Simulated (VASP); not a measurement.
# ZrB in VASP: notebook

The runs below take ZrB through single point, with LDA.

All numbers are computed with VASP 6.6.1; they aren't measurements. Logs are shortened: lines on timing, memory, paths and dates and some standing lists are left out, and cuts for length are marked.

## (1) The cell of the first run

The structure is tetragonal, space group I4/mmm (No. 139). Conventional cell: a = 3.416 Å, b = 3.416 Å, c = 4.718 Å, α = 90.00°, β = 90.00°, γ = 90.00°. Zr (site symmetry 4/mmm) has 6 B at 2.36 to 2.42 Å within 3.1 Å. B (site symmetry 4/mmm) has 6 Zr at 2.36 to 2.42 Å within 3.1 Å.

## (2) Single point, LDA (normal strain along x -0.0233, normal strain along z +0.0000)

INCAR reads:

```
ALGO     = Normal         # electronic algorithm
EDIFF    = 1E-6           # SCF threshold, eV
ENCUT    = 520            # plane-wave cutoff, eV
GGA      = CA             # functional
ISIF     = 2              # what is computed and relaxed
ISMEAR   = 0              # smearing method
LASPH    = True           # aspherical terms in the spheres
LCHARG   = False          # write CHGCAR
LREAL    = False          # projectors in reciprocal space
LWAVE    = False          # write WAVECAR
NBANDS   = 14             # bands
NELM     = 80             # most SCF steps
PREC     = Accurate       # precision mode
SIGMA    = 0.15           # smearing width, eV
```

KPOINTS reads:

```
k-points
0
Gamma
  16 16 16
```

POSCAR reads:

```
ZrB
1.0
    0.0000000000      2.4153850465      2.4153850465
    2.3591065749      0.0000000000      2.4153850465
    2.3591065749      2.4153850465      0.0000000000
Zr B
1 1
Direct
    0.0000000000      0.0000000000      0.0000000000
    0.5000000000      0.5000000000      0.5000000000
```

Potentials or basis: VASP PAW LDA potentials, release 64 (Zr_sv, B).

Started as:

```sh
> cat potpaw_LDA.64/Zr_sv/POTCAR potpaw_LDA.64/B/POTCAR > POTCAR
> mpirun -np 1 vasp_std > vasp.out
```

OUTCAR:

```text
EDIFF = 1E-6
   ENCUT = 520
   GGA = CA
   ISIF = 2
   ISMEAR = 0
   LASPH = True
   LREAL = False
   NELM = 80
   PREC = Accurate

 ion  position               nearest neighbor table
   1  0.000  0.000  0.000-   2 2.36   2 2.36   2 2.42   2 2.42   2 2.42   2 2.42
   2  0.500  0.500  0.500-   1 2.36   1 2.36   1 2.42   1 2.42   1 2.42   1 2.42

  LATTYP: Found a body centered tetragonal cell.
 ALAT       =     3.4158702911
 C/A-ratio  =     1.3812623864

  Lattice vectors:

 A1 = (  -2.3591065749,   0.0000000000,  -2.4153850465)
 A2 = (  -2.3591065749,   0.0000000000,   2.4153850465)
 A3 = (   2.3591065749,   2.4153850465,   0.0000000000)

Analysis of symmetry for initial positions (statically):
=====================================================================
 Subroutine PRICEL returns:
 Original cell was already a primitive cell.

 Routine SETGRP: Setting up the symmetry group for a
 body centered tetragonal supercell.

 Subroutine GETGRP returns: Found 16 space group operations
 (whereof 16 operations were pure point group operations)
 out of a pool of 16 trial point group operations.

The static configuration has the point symmetry D_4h.

Analysis of symmetry for dynamics (positions and initial velocities):
=====================================================================
 Subroutine PRICEL returns:
 Original cell was already a primitive cell.

 Routine SETGRP: Setting up the symmetry group for a
 body centered tetragonal supercell.

 Subroutine GETGRP returns: Found 16 space group operations
 (whereof 16 operations were pure point group operations)
 out of a pool of 16 trial point group operations.

The dynamic configuration has the point symmetry D_4h.

 Subroutine INISYM returns: Found 16 space group operations
 (whereof 16 operations are pure point group operations),
 and found     1 'primitive' translations

----------------------------------------------------------------------------------------

                                     Primitive cell

  volume of cell :      27.5265

  direct lattice vectors                    reciprocal lattice vectors
     0.000000000  2.415385046  2.415385046    -0.211944643  0.207006332  0.207006332
     2.359106575  0.000000000  2.415385046     0.211944643 -0.207006332  0.207006332
     2.359106575  2.415385046  0.000000000     0.211944643  0.207006332 -0.207006332

  length of vectors
     3.415870291  3.376309932  3.376309932     0.361419113  0.361419113  0.361419113

  position of ions in fractional coordinates (direct lattice)
     0.000000000  0.000000000  0.000000000
     0.500000000  0.500000000  0.500000000

  ion indices of the primitive-cell ions
   primitive index   ion index
                 1           1
                 2           2

----------------------------------------------------------------------------------------

 KPOINTS: k-points

Automatic generation of k-mesh.
 Grid dimensions read from file:
 generate k-points for:   16   16   16

 Generating k-lattice:

  Cartesian coordinates                     Fractional coordinates (reciprocal lattice)
    -0.013246540  0.012937896  0.012937896     0.062500000  0.000000000  0.000000000
     0.013246540 -0.012937896  0.012937896     0.000000000  0.062500000 -0.000000000
     0.013246540  0.012937896 -0.012937896     0.000000000 -0.000000000  0.062500000

  Length of vectors
     0.022588695  0.022588695  0.022588695

  Shift w.r.t. Gamma in fractional coordinates (k-lattice)
     0.000000000  0.000000000  0.000000000

 Subroutine IBZKPT returns following result:
 ===========================================

 Found    349 irreducible k-points:

 Following reciprocal coordinates:
            Coordinates               Weight
  0.000000  0.000000  0.000000      1.000000
  0.062500  0.000000  0.000000      8.000000
  0.125000  0.000000  0.000000      8.000000
  0.187500 -0.000000 -0.000000      8.000000
  0.250000  0.000000  0.000000      8.000000
  0.312500 -0.000000 -0.000000      8.000000
[... 16 lines left out ...]
 -0.125000  0.062500  0.000000     16.000000
 -0.062500  0.062500  0.000000      8.000000
 [... further k-points ...]
   k-points           NKPTS =    349   k-points in BZ     NKDIM =    349   number of bands    NBANDS=     14
   number of dos      NEDOS =    301   number of ions     NIONS =      2
   total plane-waves  NPLWV =  21952
   dimension x,y,z NGX =    28 NGY =   28 NGZ =   28
   dimension x,y,z NGXF=    56 NGYF=   56 NGZF=   56
   ions per type =               1   1
   NGX,Y,Z   is equivalent  to a cutoff of  13.63, 13.79, 13.79 a.u.
   NGXF,Y,Z  is equivalent  to a cutoff of  27.25, 27.57, 27.57 a.u.
 SYSTEM =  unknown system
   PREC   = accura    normal or accurate (medium, high low for compatibility)
   ISTART =      0    job   : 0-new  1-cont  2-samecut
   ICHARG =      2    charge: 1-file 2-atom 10-const
   ISPIN  =      1    spin polarized calculation?
   LNONCOLLINEAR =      F non collinear calculations
   LSORBIT =      F    spin-orbit coupling
   LASPH  =      T    aspherical Exc in radial PAW
   ENCUT  =  520.0 eV  38.22 Ry    6.18 a.u.   6.35  6.28  6.28*2*pi/ulx,y,z
   NELM   =     80;   NELMIN=  2; NELMDL= -5     # of ELM steps
   EDIFF  = 0.1E-05   stopping-criterion for ELM
   LREAL  =      F    real-space projection
   EDIFFG = 0.1E-04   stopping-criterion for IOM
   NSW    =      0    number of steps for IOM
   IBRION =     -1    ionic relax: 0-MD 1-quasi-New 2-CG
   NFREE  =      0    steps in history (QN), initial steepest desc. (CG)
   ISIF   =      2    stress and relaxation
   ISYM   =      2    0-nonsym 1-usesym 2-fastsym
   POTIM  = 0.5000    time-step for ionic-motion
   TEBEG  =    0.0;   TEEND  =   0.0 temperature during run
   PSTRESS=    0.0 pullay stress
   NELECT =      15.0000    total number of electrons
   NUPDOWN=      -1.0000    fix difference up-down
   EMIN   =  10.00;   EMAX   =-10.00  energy-range for DOS
   EFERMI =   0.00;   METHOD = LEGACY
   ISMEAR =     0;   SIGMA  =   0.15  broadening in eV -4-tet -1-fermi 0-gaus
   EFERMI_NEDOS =   21; number of points for ismear=-14 and -15
   IALGO  =     38    algorithm
   IMIX   =      4    mixing-type and parameters
     AMIX     =   0.40;   BMIX     =  1.00
     AMIX_MAG =   1.60;   BMIX_MAG =  1.00
  volume/ion in A,a.u.               =      13.76        92.88
  Fermi-wavevector in a.u.,A,eV,Ry     =   1.337176  2.526896 24.327746  1.788039
  Thomas-Fermi vector in A             =   2.465745
   LORBIT       =      0    0 simple, 1 ext, 2 COOP (PROOUT), +10 PAW based schemes
   GGA     = CA    functional components
   LHFCALC =     F    Hartree Fock is set to
   AEXX    =    0.0000 exact exchange contribution
   IVDW    =     0    specifies the selected vdW correction
   LEPSILON=     F    determine dielectric tensor
   LRPA    =     F    only Hartree local field effects (RPA)
 non-spin polarized calculation
 Gauss-broadening in eV      SIGMA  =   0.15
  energy-cutoff  :      520.00
  volume of cell :       27.53
 maximum number of plane-waves:       754
 NGX is ok and might be reduce to    28
   NGX = 13   NGY = 13   NGZ = 13

 number of electron      15.0000000 magnetization

 Free energy of the ion-electron system (eV)
  ---------------------------------------------------
  ext. energy  EPLUGINS =         0.00000000
  ---------------------------------------------------
  free energy    TOTEN  =       -17.50491307 eV

  energy without entropy =      -17.49257762  energy(sigma->0) =      -17.49874535

 E-fermi :   7.9885     XC(G=0): -11.9651

 val. band max:        7.9879881631   @ k =  -0.1250   0.2500   0.1250
 cond. band min:       7.9919778000   @ k =  -0.4375   0.3125   0.0625
 fundamental gap:      0.0039896370
 Fermi energy:         7.9885401667

 k-point     1 :       0.0000    0.0000    0.0000
  band No.  band energies     occupation
      1     -38.9077      2.00000
      2     -16.8589      2.00000
      3     -16.8527      2.00000
      4     -16.8527      2.00000
      5      -0.0765      2.00000
      6       9.6855      0.00000
      7       9.6855      0.00000
      8       9.9249      0.00000
      9      11.2333      0.00000
     10      11.4521      0.00000
     11      11.5264      0.00000
     12      11.5264      0.00000
     13      11.6706      0.00000
     14      18.9183      0.00000

 k-point     2 :       0.0625    0.0000    0.0000
  band No.  band energies     occupation
      1     -38.9047      2.00000
      2     -16.8838      2.00000
      3     -16.8586      2.00000
      4     -16.8560      2.00000
      5       0.0193      2.00000
      6       9.4316      0.00000
      7       9.6342      0.00000
      8       9.8278      0.00000
      9      10.5262      0.00000
     10      10.6356      0.00000
     11      11.7320      0.00000
     12      12.4753      0.00000
     13      12.6639      0.00000
     14      19.1514      0.00000

 k-point     3 :       0.1250    0.0000    0.0000
  band No.  band energies     occupation
      1     -38.8958      2.00000
      2     -16.9641      2.00000
      3     -16.8653      2.00000
      4     -16.8653      2.00000
      5       0.2988      2.00000
      6       8.7599      0.00000
      7       9.1539      0.00000
      8       9.3164      0.00000
      9      10.3773      0.00000
     10      10.4549      0.00000
     11      12.0033      0.00000
     12      13.6673      0.00000
     13      13.8924      0.00000
     14      19.7878      0.00000

 k-point     4 :       0.1875   -0.0000   -0.0000
  band No.  band energies     occupation
      1     -38.8826      2.00000
      2     -17.0824      2.00000
      3     -16.8793      2.00000
      4     -16.8750      2.00000
      5       0.7391      2.00000
      6       7.9534      1.25958
      7       8.4578      0.00001
      8       8.5888      0.00000
      9      10.7155      0.00000
     10      10.7717      0.00000
     11      12.2589      0.00000
     12      14.9316      0.00000
     13      15.1910      0.00000
     14      20.3772      0.00000

 k-point     5 :       0.2500    0.0000    0.0000
  band No.  band energies     occupation
      1     -38.8669      2.00000
      2     -17.2187      2.00000
      3     -16.8957      2.00000
      4     -16.8864      2.00000
      5       1.3063      2.00000
      6       7.1314      2.00000
      7       7.8366      1.84809
      8       7.9439      1.32593
      9      11.2409      0.00000
     10      11.2612      0.00000
     11      12.5344      0.00000
[... 276 lines left out ...]
 k-point    22 :      -0.1875    0.0625    0.0000
  band No.  band energies     occupation
      1     -38.8751      2.00000
      2     -17.1351      2.00000
      3     -16.9102      2.00000
      4     -16.8704      2.00000
      5       0.9960      2.00000
      6       7.6112      1.99963
      7       8.1285      0.18689
      8       8.2531      0.01263
      9      10.6193      0.00000
     10      11.3366      0.00000
     11      12.5686      0.00000
     12      14.7526      0.00000
     13      16.3124      0.00000
     14      20.4887      0.00000

 k-point    23 :      -0.1250    0.0625    0.0000
  band No.  band energies     occupation
      1     -38.8892      2.00000
      2     -17.0141      2.00000
      3     -16.8908      2.00000
      4     -16.8613      2.00000
      5       0.5136      2.00000
      6       8.4392      0.00002
      7       8.7361      0.00000
      8       8.8692      0.00000
      9      10.2115      0.00000
     10      10.9873      0.00000
     11      12.3265      0.00000
     12      13.5873      0.00000
     13      15.0043      0.00000
     14      20.2293      0.00000

 k-point    24 :      -0.0625    0.0625    0.0000
  band No.  band energies     occupation
      1     -38.8996      2.00000
      2     -16.9255      2.00000
      3     -16.8716      2.00000
      4     -16.8569      2.00000
      5       0.1792      2.00000
      6       9.1708      0.00000
      7       9.2121      0.00000
      8       9.6526      0.00000
      9       9.9595      0.00000
     10      10.8297      0.00000
     11      12.0355      0.00000
     12      12.6799      0.00000
     13      13.7555      0.00000
     14      19.5265      0.00000

 [... further k-points ...]
[... 5 lines left out ...]
  --------------------------------------------------------------------------------------
  -------------------------------------------------------------------------------------
  Total        1.8342295      0.3494119      0.3494119      0.0000000      0.0000000      0.0000000
  in kB      106.7613248     20.3375181     20.3375181      0.0000000      0.0000000      0.0000000
  external PRESSURE =      49.1454537 kB  Pullay stress =       0.0000000 kB

 VOLUME and BASIS-vectors are now :
 -----------------------------------------------------------------------------
  energy-cutoff  :      520.00
  volume of cell :       27.53
      direct lattice vectors                 reciprocal lattice vectors
     0.000000000  2.415385046  2.415385046    -0.211944643  0.207006332  0.207006332
     2.359106575  0.000000000  2.415385046     0.211944643 -0.207006332  0.207006332
     2.359106575  2.415385046  0.000000000     0.211944643  0.207006332 -0.207006332

 POSITION                                       TOTAL-FORCE (eV/Angst)
 -----------------------------------------------------------------------------------
      0.00000      0.00000      0.00000         0.000000      0.000000     -0.000000
      2.35911      2.41539      2.41539         0.000000     -0.000000      0.000000
 -----------------------------------------------------------------------------------
    total drift:                               -0.000000      0.000000      0.000000

  FREE ENERGIE OF THE ION-ELECTRON SYSTEM (eV)
  ---------------------------------------------------
  free  energy   TOTEN  =       -17.5049130705 eV

  energy  without entropy=      -17.4925776200  energy(sigma->0) =      -17.49874535
```

It took 3.5 min on 1 thread of Intel Xeon Platinum 8259CL at 2.50GHz (Skylake/Cascade Lake), shared host; peak memory 0.25 GiB.

What came out:

```
Free energy : -17.5049 eV
Pressure    : 4.9 GPa
```

Levels at points of the mesh, in eV from the Fermi level:
```tsv
k point	band 4	band 5	band 6	band 7	band 8	band 9	band 10	band 11	band 12	band 13
(0.00, 0.00, 0.00)	-24.84	-8.07	1.70	1.70	1.94	3.24	3.46	3.54	3.54	3.68
(0.50, 0.00, 0.00)	-24.90	-3.96	-3.80	-1.30	-1.24	5.08	5.24	6.57	7.88	11.90
(0.50, 0.50, 0.00)	-25.06	-6.16	-0.93	-0.64	2.26	2.37	4.91	6.06	6.27	9.32
(0.00, 0.50, 0.50)	-25.11	-6.14	-0.96	-0.37	2.15	2.15	4.96	6.17	6.17	9.62
```

Caveat: the cell differs from its parent crystal (normal strain along x -0.0233, normal strain along z +0.0000).

## (3) Single point, LDA

This run uses another cell than the first one, of 14.09 Å³/atom, 1.024 times its volume.

INCAR reads:

```
PREC = Accurate ; ENCUT = 520
EDIFF = 1E-6 ; ISMEAR = 0
SIGMA = 0.15 ; LREAL = F
LASPH = T ; NELM = 60
ALGO = Normal ; ISIF = 2
LWAVE = F ; LCHARG = F
GGA = CA ; NBANDS = 14
```

KPOINTS reads:

```
regular mesh
0
Gamma
  16 16 16
```

POSCAR reads:

```
ZrB
1.0
    0.0000000000      2.4153850465      2.4153850465
    2.4153850465      0.0000000000      2.4153850465
    2.4153850465      2.4153850465      0.0000000000
Zr B
1 1
Direct
    0.0000000000      0.0000000000      0.0000000000
    0.5000000000      0.5000000000      0.5000000000
```

Potentials or basis: VASP PAW LDA potentials, release 64 (Zr_sv, B).

Started as:

```sh
> cat potpaw_LDA.64/Zr_sv/POTCAR potpaw_LDA.64/B/POTCAR > POTCAR
> mpirun -np 1 vasp_std > vasp.out
```

Run time: 81 s. Hardware: 1 thread of AMD EPYC 7R43 (Zen 3), shared host; peak memory 0.14 GiB.

Results (log left out):

```
Free energy : -17.5272 eV
Pressure    : 0.4 GPa
```

Levels at points of the mesh, in eV from the Fermi level:
```
           k point  band 6  band 7  band 8  band 9  band 10  band 11
(0.00, 0.00, 0.00)    1.75    1.75    1.75    3.28     3.28     3.53
(0.50, 0.00, 0.00)   -3.88   -1.23   -1.23    5.02     5.02     6.37
(0.50, 0.50, 0.00)   -0.89   -0.62    2.19    2.19     4.80     5.99
```

## (4) Single point, LDA (normal strain along x +0.0233, normal strain along z +0.0000)

INCAR reads:

```
PREC = Accurate
ENCUT = 520
EDIFF = 1E-7
ISMEAR = 0
SIGMA = 0.15
LREAL = F
LASPH = T
NELM = 80
ALGO = Normal
ISIF = 2
LWAVE = F
LCHARG = F
NBANDS = 14
```

KPOINTS reads:

```
Automatic mesh
0
Gamma
  16 16 16
```

POSCAR reads:

```
ZrB
1.0
    0.0000000000      2.4153850465      2.4153850465
    2.4716635181      0.0000000000      2.4153850465
    2.4716635181      2.4153850465      0.0000000000
Zr B
1 1
Direct
    0.0000000000      0.0000000000      0.0000000000
    0.5000000000      0.5000000000      0.5000000000
```

Started as:

```sh
> cat potpaw_LDA.64/Zr_sv/POTCAR potpaw_LDA.64/B/POTCAR > POTCAR
> mpirun -np 1 vasp_std > vasp.out
```

It took 3.8 min on 1 thread of AMD EPYC 7R43 (Zen 3), shared host; peak memory 0.22 GiB.

The run converged. Its results:

- Free energy: -17.5111 eV
- Pressure: -3.4 GPa

Stress tensor (GPa, compression positive):
```
-8.10  0.00  0.00
 0.00 -1.09  0.00
 0.00  0.00 -1.09
```

Levels at points of the mesh, in eV from the Fermi level:
| k point | band 5 | band 6 | band 7 | band 8 | band 9 | band 10 | band 11 | band 12 |
| --- | --- | --- | --- | --- | --- | --- | --- | --- |
| (0.00, 0.00, 0.00) | -7.97 | 1.58 | 1.80 | 1.80 | 3.08 | 3.31 | 3.40 | 3.52 |
| (0.50, 0.00, 0.00) | -3.94 | -3.84 | -1.23 | -1.17 | 4.82 | 4.96 | 6.20 | 7.66 |
| (0.50, 0.50, 0.00) | -6.03 | -0.85 | -0.59 | 2.04 | 2.12 | 4.67 | 5.72 | 5.93 |
| (0.00, 0.50, 0.50) | -6.06 | -0.83 | -0.83 | 2.23 | 2.23 | 4.65 | 5.82 | 5.82 |

Caveat: the cell differs from its parent crystal (normal strain along x +0.0233, normal strain along z +0.0000).

## (5) The runs side by side

| cell | gap on the mesh (eV) | pressure (GPa) |
| --- | --- | --- |
| a = 3.416, b = 3.376, c = 3.376 Å, angles 60.8, 59.6, 59.6°, 2 atoms | none | 4.9 |
| a = 3.416 Å, angles 60.0°, 2 atoms | none | 0.4 |
| a = 3.416, b = 3.456, c = 3.456 Å, angles 59.2, 60.4, 60.4°, 2 atoms | none | -3.4 |

Alike in all rows: task single point; level LDA; potentials or basis VASP PAW LDA potentials, release 64 (Zr_sv, B); no spin polarisation; k mesh 16 × 16 × 16; cutoff (eV) 520; smearing gaussian 0.15 eV.

Absolute energies hang on the potentials; compare differences alone.
